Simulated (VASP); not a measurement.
# H3CCl2 (C2/m) in VASP: single point with r2SCAN

Aim: the single point of H3CCl2 with r2SCAN.

All numbers are computed with VASP 6.6.1; they aren't measurements. Logs are shortened: lines on timing, memory, paths and dates and some standing lists are left out, and cuts for length are marked.

## (1) The cell of the first run

Symmetry: C2/m, No. 12, monoclinic system. The conventional cell has a = 8.898 Å, b = 9.973 Å, c = 3.851 Å, α = 90.00°, β = 110.30°, γ = 90.00°. Within 1.7 Å of H (site symmetry 1) lie 1 Cl at 1.30 Å. Within 1.5 Å of H (site symmetry m) lie 1 Cl at 1.13 Å. Within 1.7 Å of Cl (site symmetry 2) lie 2 H at 1.30 Å. Within 1.5 Å of Cl (site symmetry m) lie 1 H at 1.13 Å. Within 3.1 Å of C (site symmetry 2) lie 4 Cl at 2.36 to 2.38 Å and 4 H at 2.94 to 2.98 Å and 1 C at 3.04 Å.

## (2) Single point, r2SCAN

Input file POSCAR:

```
H3CCl2
1.0
    4.4491240000      4.9863990000      0.0000000000
    4.4491240000     -4.9863990000      0.0000000000
    1.3362100000      0.0000000000     -3.6122660000
H Cl C
6 4 2
Direct
    0.2250000000      0.9890000000      0.9960000000
    0.0110000000      0.7750000000      0.0040000000
    0.7750000000      0.0110000000      0.0040000000
    0.9890000000      0.2250000000      0.9960000000
    0.2370000000      0.2370000000      0.3690000000
    0.7630000000      0.7630000000      0.6310000000
    0.2066000000      0.7934000000      0.0000000000
    0.7934000000      0.2066000000      0.0000000000
    0.2857000000      0.2857000000      0.6048000000
    0.7143000000      0.7143000000      0.3952000000
    0.3474000000      0.6526000000      0.5000000000
    0.6526000000      0.3474000000      0.5000000000
```

Input file INCAR.step1:

```
SYSTEM = H3CCl2
PREC = Accurate ; ENCUT = 520
ISMEAR = -1 ; SIGMA = 0.1
LREAL = .FALSE. ; LASPH = .TRUE.
NELM = 60 ; NBANDS = 33
GGA = PE ; ALGO = Normal
EDIFF = 1E-4 ; LWAVE = .TRUE.
LCHARG = .FALSE.
```

Input file INCAR.step2:

```
SYSTEM = H3CCl2
PREC = Accurate ; ENCUT = 520
EDIFF = 1E-6 ; ISMEAR = -1
SIGMA = 0.1 ; LREAL = .FALSE.
LASPH = .TRUE. ; NELM = 60
ALGO = Normal ; ISIF = 2
LWAVE = .FALSE. ; LCHARG = .FALSE.
METAGGA = R2SCAN ; LMIXTAU = .TRUE.
NBANDS = 33 ; ISTART = 1
```

Input file KPOINTS:

```
Automatic mesh
0
G
  4 4 7
  0 0 0
```

Potentials or basis: VASP PAW PBE potentials, release 64 (H, Cl, C).

The run is started by

```sh
$ cat potpaw_PBE.64/H/POTCAR potpaw_PBE.64/Cl/POTCAR potpaw_PBE.64/C/POTCAR > POTCAR
$ cp INCAR.step1 INCAR
$ mpirun -np 1 vasp_std > vasp.out
$ cp INCAR.step2 INCAR
$ mpirun -np 1 vasp_std > vasp.out
```

OUTCAR:

```text
SYSTEM = H3CCl2
   PREC = Accurate
   ENCUT = 520
   EDIFF = 1E-6
   ISMEAR = -1
   LREAL = .FALSE.
   LASPH = .TRUE.
   NELM = 60
   ISIF = 2
   METAGGA = R2SCAN
   ISTART = 1

 ion  position               nearest neighbor table
   1  0.225  0.989  0.996-   7 1.30
   2  0.011  0.775  0.004-   7 1.30
   3  0.775  0.011  0.004-   8 1.30
   4  0.989  0.225  0.996-   8 1.30
   5  0.237  0.237  0.369-   9 1.13
   6  0.763  0.763  0.631-  10 1.13
   7  0.207  0.793  0.000-   1 1.30   2 1.30
   8  0.793  0.207  0.000-   3 1.30   4 1.30
   9  0.286  0.286  0.605-   5 1.13  11 2.36  12 2.36
  10  0.714  0.714  0.395-   6 1.13  11 2.36  12 2.36
  11  0.347  0.653  0.500-   9 2.36  10 2.36
  12  0.653  0.347  0.500-   9 2.36  10 2.36

  LATTYP: Found a base centered monoclinic cell.
 ALAT       =     8.8982480000
 B/A-ratio  =     1.1207597271
 C/A-ratio  =     0.4328361265
 COS(beta)  =    -0.3469338776

  Lattice vectors:

 A1 = (  -4.4491240000,  -4.9863990000,   0.0000000000)
 A2 = (  -4.4491240000,   4.9863990000,   0.0000000000)
 A3 = (   1.3362100000,   0.0000000000,  -3.6122660000)

Analysis of symmetry for initial positions (statically):
=====================================================================
 Subroutine PRICEL returns:
 Original cell was already a primitive cell.

 Routine SETGRP: Setting up the symmetry group for a
 base centered monoclinic supercell.

 Subroutine GETGRP returns: Found  4 space group operations
 (whereof  4 operations were pure point group operations)
 out of a pool of  4 trial point group operations.

The static configuration has the point symmetry C_2h.

Analysis of symmetry for dynamics (positions and initial velocities):
=====================================================================
 Subroutine PRICEL returns:
 Original cell was already a primitive cell.

 Routine SETGRP: Setting up the symmetry group for a
 base centered monoclinic supercell.

 Subroutine GETGRP returns: Found  4 space group operations
 (whereof  4 operations were pure point group operations)
 out of a pool of  4 trial point group operations.

The dynamic configuration has the point symmetry C_2h.

 Subroutine INISYM returns: Found  4 space group operations
 (whereof  4 operations are pure point group operations),
 and found     1 'primitive' translations

----------------------------------------------------------------------------------------

                                     Primitive cell

  volume of cell :     160.2770

  direct lattice vectors                    reciprocal lattice vectors
     4.449124000  4.986399000  0.000000000     0.112381673  0.100272762  0.041571002
     4.449124000 -4.986399000  0.000000000     0.112381673 -0.100272762  0.041571002
     1.336210000  0.000000000 -3.612266000     0.000000000  0.000000000 -0.276834541

  length of vectors
     6.682729933  6.682729933  3.851483197     0.156244729  0.156244729  0.276834541

  position of ions in fractional coordinates (direct lattice)
     0.225000000  0.989000000  0.996000000
     0.011000000  0.775000000  0.004000000
     0.775000000  0.011000000  0.004000000
     0.989000000  0.225000000  0.996000000
     0.237000000  0.237000000  0.369000000
     0.763000000  0.763000000  0.631000000
     0.206600000  0.793400000  0.000000000
     0.793400000  0.206600000  0.000000000
     0.285700000  0.285700000  0.604800000
     0.714300000  0.714300000  0.395200000
     0.347400000  0.652600000  0.500000000
     0.652600000  0.347400000  0.500000000

  ion indices of the primitive-cell ions
   primitive index   ion index
                 1           1
                 2           2
                 3           3
                 4           4
                 5           5
                 6           6
                 7           7
                 8           8
                 9           9
                10          10
                11          11
                12          12

----------------------------------------------------------------------------------------

 KPOINTS: Automatic mesh

Automatic generation of k-mesh.
 Grid dimensions read from file:
 generate k-points for:    4    4    7

 Generating k-lattice:

  Cartesian coordinates                     Fractional coordinates (reciprocal lattice)
     0.028095418  0.025068190  0.010392750     0.250000000  0.000000000  0.000000000
     0.028095418 -0.025068190  0.010392750     0.000000000  0.250000000  0.000000000
     0.000000000  0.000000000 -0.039547792     0.000000000  0.000000000  0.142857143

  Length of vectors
     0.039061182  0.039061182  0.039547792

  Shift w.r.t. Gamma in fractional coordinates (k-lattice)
     0.000000000  0.000000000  0.000000000

 Subroutine IBZKPT returns following result:
 ===========================================

 Found     37 irreducible k-points:

 Following reciprocal coordinates:
            Coordinates               Weight
  0.000000  0.000000  0.000000      1.000000
  0.250000 -0.000000  0.000000      4.000000
  0.500000 -0.000000  0.000000      2.000000
  0.250000  0.250000  0.000000      2.000000
  0.500000  0.250000  0.000000      4.000000
 -0.250000  0.250000  0.000000      2.000000
[... 16 lines left out ...]
  0.500000  0.250000  0.285714      4.000000
 -0.250000  0.250000  0.285714      4.000000
 [... further k-points ...]
   k-points           NKPTS =     37   k-points in BZ     NKDIM =     37   number of bands    NBANDS=     33
   number of dos      NEDOS =    301   number of ions     NIONS =     12
   total plane-waves  NPLWV =  75000
   dimension x,y,z NGX =    50 NGY =   50 NGZ =   30
   dimension x,y,z NGXF=   100 NGYF=  100 NGZF=   60
   ions per type =               6   4   2
   NGX,Y,Z   is equivalent  to a cutoff of  12.44, 12.44, 12.95 a.u.
   NGXF,Y,Z  is equivalent  to a cutoff of  24.88, 24.88, 25.90 a.u.
 SYSTEM =  H3CCl2
   PREC   = accura    normal or accurate (medium, high low for compatibility)
   ISTART =      1    job   : 0-new  1-cont  2-samecut
   ICHARG =      0    charge: 1-file 2-atom 10-const
   ISPIN  =      1    spin polarized calculation?
   LNONCOLLINEAR =      F non collinear calculations
   LSORBIT =      F    spin-orbit coupling
   LASPH  =      T    aspherical Exc in radial PAW
   ENCUT  =  520.0 eV  38.22 Ry    6.18 a.u.  12.43 12.43  7.16*2*pi/ulx,y,z
   NELM   =     60;   NELMIN=  2; NELMDL=  0     # of ELM steps
   EDIFF  = 0.1E-05   stopping-criterion for ELM
   LREAL  =      F    real-space projection
   EDIFFG = 0.1E-04   stopping-criterion for IOM
   NSW    =      0    number of steps for IOM
   IBRION =     -1    ionic relax: 0-MD 1-quasi-New 2-CG
   NFREE  =      0    steps in history (QN), initial steepest desc. (CG)
   ISIF   =      2    stress and relaxation
   ISYM   =      2    0-nonsym 1-usesym 2-fastsym
   POTIM  = 0.5000    time-step for ionic-motion
   TEBEG  =    0.0;   TEEND  =   0.0 temperature during run
   PSTRESS=    0.0 pullay stress
   NELECT =      42.0000    total number of electrons
   NUPDOWN=      -1.0000    fix difference up-down
   EMIN   =  10.00;   EMAX   =-10.00  energy-range for DOS
   EFERMI =   0.00;   METHOD = LEGACY
   ISMEAR =    -1;   SIGMA  =   0.10  broadening in eV -4-tet -1-fermi 0-gaus
   EFERMI_NEDOS =   21; number of points for ismear=-14 and -15
   IALGO  =     38    algorithm
   IMIX   =      4    mixing-type and parameters
     AMIX     =   0.40;   BMIX     =  1.00
     AMIX_MAG =   1.60;   BMIX_MAG =  1.00
  volume/ion in A,a.u.               =      13.36        90.13
  Fermi-wavevector in a.u.,A,eV,Ry     =   1.047613  1.979701 14.932296  1.097493
  Thomas-Fermi vector in A             =   2.182500
   LORBIT       =      0    0 simple, 1 ext, 2 COOP (PROOUT), +10 PAW based schemes
   METAGGA = R2SCAN    functional components
   LHFCALC =     F    Hartree Fock is set to
   AEXX    =    0.0000 exact exchange contribution
   IVDW    =     0    specifies the selected vdW correction
   LEPSILON=     F    determine dielectric tensor
   LRPA    =     F    only Hartree local field effects (RPA)
 non-spin polarized calculation
  energy-cutoff  :      520.00
  volume of cell :      160.28
 maximum number of plane-waves:      4335
 NGX is ok and might be reduce to    50
   NGX = 25   NGY = 25   NGZ = 15

 number of electron      41.9999993 magnetization

 Free energy of the ion-electron system (eV)
  ---------------------------------------------------
  ext. energy  EPLUGINS =         0.00000000
  ---------------------------------------------------
  free energy    TOTEN  =       -42.22630237 eV

  energy without entropy =      -41.99187506  energy(sigma->0) =      -42.10908871

 E-fermi :   3.6939     XC(G=0):  -8.8469

 val. band max:        3.6902554960   @ k =   0.0000   0.0000   0.0000
 cond. band min:       3.7154287234   @ k =  -0.2500   0.5000   0.2857
 fundamental gap:      0.0251732274
 Fermi energy:         3.6939136263

 k-point     1 :       0.0000    0.0000    0.0000
  band No.  band energies     occupation
      1     -18.4863      2.00000
      2     -18.1603      2.00000
      3     -17.4312      2.00000
      4     -17.2749      2.00000
      5      -8.7956      2.00000
      6      -8.1722      2.00000
[... 25 lines left out ...]
     32       8.3387      0.00000
     33       9.1995      0.00000

 k-point     2 :       0.2500   -0.0000    0.0000
  band No.  band energies     occupation
      1     -18.4502      2.00000
      2     -18.1705      2.00000
      3     -17.4844      2.00000
      4     -17.2624      2.00000
      5      -8.6928      2.00000
      6      -8.2573      2.00000
[... 25 lines left out ...]
     32       8.6087      0.00000
     33       9.5245      0.00000
[... 754 lines left out ...]
     32       9.2005      0.00000
     33       9.7652      0.00000

 k-point    24 :      -0.2500    0.2500    0.2857
  band No.  band energies     occupation
      1     -18.3197      2.00000
      2     -18.1078      2.00000
      3     -17.4118      2.00000
      4     -17.2206      2.00000
      5      -8.6918      2.00000
      6      -8.3890      2.00000
[... 25 lines left out ...]
     32       8.9045      0.00000
     33       9.1947      0.00000

 [... further k-points ...]

------------------------ aborting loop because EDIFF is reached ----------------------------------------

  FORCE on cell =-STRESS in cart. coord.  units (eV):
  Direction    XX          YY          ZZ          XY          YZ          ZX
  --------------------------------------------------------------------------------------
  -------------------------------------------------------------------------------------
  Total       21.3342895     15.6362425     11.9135269      0.0000000      0.0000000    -11.0222547
  in kB      213.2639805    156.3045871    119.0912017      0.0000000      0.0000000   -110.1817764
  external PRESSURE =     162.8865898 kB  Pullay stress =       0.0000000 kB

 VOLUME and BASIS-vectors are now :
 -----------------------------------------------------------------------------
  energy-cutoff  :      520.00
  volume of cell :      160.28
      direct lattice vectors                 reciprocal lattice vectors
     4.449124000  4.986399000  0.000000000     0.112381673  0.100272762  0.041571002
     4.449124000 -4.986399000  0.000000000     0.112381673 -0.100272762  0.041571002
     1.336210000  0.000000000 -3.612266000     0.000000000  0.000000000 -0.276834541

 POSITION                                       TOTAL-FORCE (eV/Angst)
 -----------------------------------------------------------------------------------
      6.73210     -3.80961     -3.59782         0.934137     -1.689683     -0.695283
      3.50236     -3.80961     -0.01445        -0.934137     -1.689683      0.695283
      3.50236      3.80961     -0.01445        -0.934137      1.689683      0.695283
      6.73210      3.80961     -3.59782         0.934137      1.689683     -0.695283
      2.60195      0.00000     -1.33293        -5.157367      0.000000      5.499188
      7.63251      0.00000     -2.27934         5.157367      0.000000     -5.499188
      4.44912     -2.92602      0.00000        -0.000000      3.107621      0.000000
      4.44912      2.92602      0.00000        -0.000000     -3.107621      0.000000
      3.35037      0.00000     -2.18470         4.238260      0.000000     -4.829157
      6.88409      0.00000     -1.42757        -4.238260      0.000000      4.829157
      5.11723     -1.52185     -1.80613        -0.000000     -0.309575      0.000000
      5.11723      1.52185     -1.80613        -0.000000      0.309575      0.000000
 -----------------------------------------------------------------------------------
    total drift:                                0.000000     -0.000000     -0.000000

  FREE ENERGIE OF THE ION-ELECTRON SYSTEM (eV)
  ---------------------------------------------------
  free  energy   TOTEN  =       -42.2263023691 eV

  energy  without entropy=      -41.9918750560  energy(sigma->0) =      -42.10908871
```

It took 9.6 min on 1 thread of Intel Xeon Platinum 8259CL at 2.50GHz (Skylake/Cascade Lake), shared host; peak memory 0.37 GiB.

What came out:

* Free energy: -42.2263 eV
* Pressure: 16.3 GPa
* Largest force: 7.539 eV/Å
* Band gap on the k mesh: zero (bands 21 and 22 overlap by 0.51 eV)

Forces on the atoms (eV/Å):
```
H    0.934 -1.690 -0.695
H   -0.934 -1.690  0.695
H   -0.934  1.690  0.695
H    0.934  1.690 -0.695
H   -5.157  0.000  5.499
H    5.157  0.000 -5.499
Cl   0.000  3.108  0.000
Cl   0.000 -3.108  0.000
Cl   4.238  0.000 -4.829
Cl  -4.238  0.000  4.829
C    0.000 -0.310  0.000
C    0.000  0.310  0.000
```

Stress tensor (GPa, compression positive):
```
 21.33   0.00 -11.02
  0.00  15.63   0.00
-11.02   0.00  11.91
```

Levels at points of the mesh, in eV from the Fermi level:
| k point | band 18 | band 19 | band 20 | band 21 | band 22 | band 23 | band 24 | band 25 |
| --- | --- | --- | --- | --- | --- | --- | --- | --- |
| (0.00, 0.00, 0.00) | -5.74 | -1.02 | -0.70 | -0.29 | 0.00 | 0.03 | 0.37 | 0.62 |
| (0.50, 0.00, 0.00) | -5.29 | -0.97 | -0.81 | -0.16 | -0.16 | 0.13 | 0.47 | 1.26 |
| (0.50, 0.50, 0.00) | -5.02 | -0.97 | -0.80 | -0.32 | -0.22 | 0.43 | 0.77 | 1.29 |

Caveat: the stress differs along the axes, from 12 to 21 GPa; the PAW data sets were made with another functional, which shifts forces and pressure a little.

The gap in the log of VASP goes by the Fermi energy; the results here count the filled bands.